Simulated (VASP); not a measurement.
Input of a VASP 6.6.1 run:

File INCAR:

```
SYSTEM = BaTe
ALGO = Normal
EDIFF = 1E-6
ENCUT = 520
GGA = PE
ISIF = 2
ISMEAR = 0
LASPH = .TRUE.
LCHARG = .TRUE.
LELF = .TRUE.
LREAL = .FALSE.
LVHAR = .TRUE.
LWAVE = .FALSE.
NBANDS = 24
NELM = 60
PREC = Accurate
SIGMA = 0.02
```

File KPOINTS:

```
k-points
0
G
  6 6 4
  0 0 0
```

File POSCAR:

```
BaTe
1.0
    4.8483718626      0.0000000000      0.0000000000
   -2.4241859313      4.1988132000      0.0000000000
    0.0000000000      0.0000000000      8.5031475506
Ba Te
2 2
Direct
    0.0000000000      0.0000000000      0.0000000000
    0.0000000000      0.0000000000      0.5000000000
    0.3333333333      0.6666666667      0.7500000000
    0.6666666667      0.3333333333      0.2500000000
```

Potentials or basis: VASP PAW PBE potentials, release 64 (Ba_sv, Te).

The run is started by

```console
$ cat potpaw_PBE.64/Ba_sv/POTCAR potpaw_PBE.64/Te/POTCAR > POTCAR
$ mpirun -np 1 vasp_std > vasp.out
```

(1) Estimate the band gap on the k mesh.

(2) Predict the pressure.

Results:

(1) 1.62 eV (least direct gap 1.67 eV).

(2) 1.3 GPa.

Caveat: spin-orbit coupling is left out, which moves the levels of the heavy elements.
